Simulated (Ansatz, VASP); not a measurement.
# Mo2W3 in VASP and in Ansatz

```xyz
10
Lattice="1.5928 -2.2558 -0.0007 4.7605 2.2431 0.0024 1.5916 0.0022 11.1972" Properties=species:S:1:pos:R:3 pbc="T T T"
Mo    3.1780   -0.0042    4.4867
Mo    6.3546   -0.0105    4.4875
Mo    1.5902    0.0000    6.7113
Mo    4.7668   -0.0063    6.7122
W     3.1791   -0.0021    8.9466
W     6.3557   -0.0085    8.9474
W     0.0000   -0.0001    0.0000
W     3.1767   -0.0063    0.0009
W     1.5892   -0.0021    2.2514
W     4.7658   -0.0084    2.2523
```

Change from the starting cell: cell x2, atoms moved at random (sigma 0.15 Å) and cell strained at random (1.5 %), then relaxed without symmetry.

Alike in both runs: functional PBE; k mesh 8 × 4 × 2; occupations gaussian, width 0.2 eV; no spin polarisation.

Ansatz relaxed the structure, and its values are those at the end. VASP's run is a single point on that final structure, the one shown.

|  | VASP | Ansatz |
| --- | --- | --- |
| version | VASP 6.6.1 | Ansatz 0.2.0 |
| potentials or method | VASP PAW PBE potentials, release 64 (Mo_sv, W_sv), cutoff 520 eV | scalar-relativistic, plane waves, PAW |
| valence electrons in the cell | 140 | 140 |

```tsv
	VASP	Ansatz	Ansatz less VASP
gap on the k mesh at the Fermi level (eV)	none	none	-
pressure (GPa)	0.5	0.0	-0.50
```

A gap of «none» marks a metal or a gap that the smearing closes. The functional is the same, so the differences come from potentials, cutoffs and numerics.

Spin-orbit coupling is off throughout.
